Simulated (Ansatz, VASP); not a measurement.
# Two plane-wave programs on Ti2O

```xyz
3
Lattice="2.9194 0.0000 0.0000 -1.4597 2.5283 0.0000 0.0000 0.0000 4.7130" Properties=species:S:1:pos:R:3 pbc="T T T"
Ti    1.4597    0.8428    1.3137
Ti    0.0000    1.6855    3.3993
O     0.0000    0.0000    0.0000
```

Alike in both runs: task single point; functional PBEsol; k mesh 1 × 1 × 1; occupations gaussian, width 0.1 eV; no spin polarisation.

|  | VASP | Ansatz |
| --- | --- | --- |
| version | VASP 6.6.1 | Ansatz 0.2.0 |
| potentials or method | VASP PAW PBE potentials, release 64 (Ti_sv, O), cutoff 520 eV | scalar-relativistic, plane waves, PAW |
| valence electrons in the cell | 30 | 30 |

```tsv
	VASP	Ansatz	Ansatz less VASP
rms of the force components (eV/Å)	0.607	0.727	+0.1198
```

VASP's potentials were made for PBE, not for PBEsol. Atom by atom the forces differ by 0.120 eV/Å (rms over components). With one functional, cell and mesh, what is left measures potentials, basis and numerics.

The k mesh is coarse, so the values compare programs but aren't converged.
